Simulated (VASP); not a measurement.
Write the native input for VASP 6.6.1 that does the following.

* Task: single point
* Functional: r2SCAN
* Potentials or basis: VASP PAW PBE potentials, release 64 (Ge_d)
* Cutoff: 520 eV
* k mesh: 14 × 14 × 14
* Occupations: gaussian, width 0.15 eV
* Spin: no spin polarisation
* Dipole correction: no
* Further INCAR settings: ALGO = Normal; EDIFF = 1e-07; NBANDS = 21

Crystal: Ge.

```
Ge
1.0
    -2.57349    2.57349    1.40909
     2.57349   -2.57349    1.40909
     2.57349    2.57349   -1.40909
Ge
2
Direct
  0.25000 0.75000 0.50000
  0.50000 0.50000 0.00000
```

The input as run:

POSCAR

```
Ge
1.0
   -2.5734902220      2.5734902220      1.4090864228
    2.5734902220     -2.5734902220      1.4090864228
    2.5734902220      2.5734902220     -1.4090864228
Ge
2
Direct
    0.2500000000      0.7500000000      0.5000000000
    0.5000000000      0.5000000000      0.0000000000
```

INCAR.step1

```
SYSTEM = Ge
PREC = Accurate
ENCUT = 520
ISMEAR = 0
SIGMA = 0.15
LREAL = .FALSE.
LASPH = .TRUE.
NELM = 60
NBANDS = 21
GGA = PE
ALGO = Normal
EDIFF = 1E-4
LWAVE = .TRUE.
LCHARG = .FALSE.
```

INCAR.step2

```
SYSTEM = Ge
PREC = Accurate
ENCUT = 520
EDIFF = 1E-7
ISMEAR = 0
SIGMA = 0.15
LREAL = .FALSE.
LASPH = .TRUE.
NELM = 60
ALGO = Normal
ISIF = 2
LWAVE = .FALSE.
LCHARG = .FALSE.
METAGGA = R2SCAN
LMIXTAU = .TRUE.
NBANDS = 21
ISTART = 1
```

KPOINTS

```
regular mesh
0
G
  14 14 14
  0 0 0
```

Potentials or basis: VASP PAW PBE potentials, release 64 (Ge_d).

The run is started by

```bash
$ cat potpaw_PBE.64/Ge_d/POTCAR > POTCAR
$ cp INCAR.step1 INCAR
$ mpirun -np 1 vasp_std > vasp.out
$ cp INCAR.step2 INCAR
$ mpirun -np 1 vasp_std > vasp.out
```

It gave:

* Pressure: -0.2 GPa
* Band gap on the k mesh: zero (bands 14 and 15 overlap by 5.18 eV)

Caveat: the PAW data sets were made with another functional, which shifts forces and pressure a little.

It took 7.4 min on 1 thread of Intel(R) Xeon(R) Platinum 8559C (Emerald Rapids) (shared host), peak memory 0.29 GiB.
